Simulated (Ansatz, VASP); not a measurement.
## Hf3Si2N in VASP and in Ansatz

```xyz
6
Lattice="4.5165 0.0000 0.0000 -2.2583 3.9114 0.0000 0.0000 0.0000 5.5160" Properties=species:S:1:pos:R:3 pbc="T T T"
Hf    2.2583    1.3038    2.7580
Hf    0.0000    0.0000    0.0000
Hf    0.0000    0.0000    2.7580
Si    0.0000    2.6076    1.4330
Si    0.0000    2.6076    4.0829
N     2.2583    1.3038    0.0000
```

Change from the starting cell: species swapped into the Sr2Al3Ge type (P-6m2, No. 187).

Alike in both runs: functional PBE; k mesh 12 × 12 × 8; occupations gaussian, width 0.1 eV; no spin polarisation.

Ansatz relaxed the structure, and its values are those at the end. VASP's run is a single point on that final structure, the one shown.

```csv
,VASP,Ansatz
version,VASP 6.6.1,Ansatz 0.2.0
potentials or method,"VASP PAW PBE potentials, release 64 (Hf_pv, Si, N), cutoff 520 eV","scalar-relativistic, plane waves, PAW"
valence electrons in the cell,43,91
```

VASP gave:

| Item | Value |
| --- | --- |
| gap on the k mesh at the Fermi level (eV) | none |
| pressure (GPa) | -0.6 |
| rms of the force components (eV/Å) | 0.005 |

Question: Estimate Ansatz's values.

Answer: gap on the k mesh at the Fermi level (eV): none; pressure (GPa): 0.0; rms of the force components (eV/Å): 0.001.

A gap of «none» marks a metal or a gap that the smearing closes. VASP's potentials hold 43 valence electrons a cell and Ansatz's 91, so a difference there can come from the potentials and not from the codes.

Spin-orbit coupling is off throughout.
